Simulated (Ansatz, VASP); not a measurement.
# GaGe3 in VASP and in Ansatz

```
Ge Ga
1.0
     0.00000    3.31942    3.38717
     3.31942    0.00000    3.38717
     3.31942    3.31942    0.00000
Ge Ga
3 1
Direct
  0.50000 0.50000 0.50000
  0.75000 0.75000 0.75000
  0.25000 0.25000 0.25000
  0.00000 0.00000 0.00000
```

Change from the starting cell: strain_xy = -0.02.

Alike in both runs: functional PBEsol; k mesh 7 × 7 × 7; occupations fermi-dirac, width 0.05 eV; no spin polarisation.

```csv
,VASP,Ansatz
version,VASP 6.6.1,Ansatz 0.2.0
potentials or method,"VASP PAW PBE potentials, release 64 (Ge_d, Ga_d), cutoff 520 eV","all-electron LAPW, scalar-relativistic"
task,single point,band structure
```

Ansatz gave:

- gap on the k mesh at the Fermi level (eV): none
- pressure (GPa): -1.4

**Question.** Which values does VASP return?

**Answer.** gap on the k mesh at the Fermi level (eV): none; pressure (GPa): -1.6.

VASP's potentials were made for PBE, not for PBEsol. A gap of «none» marks a metal or a gap that the smearing closes. Ansatz ran all-electron here, and VASP with PAW potentials.
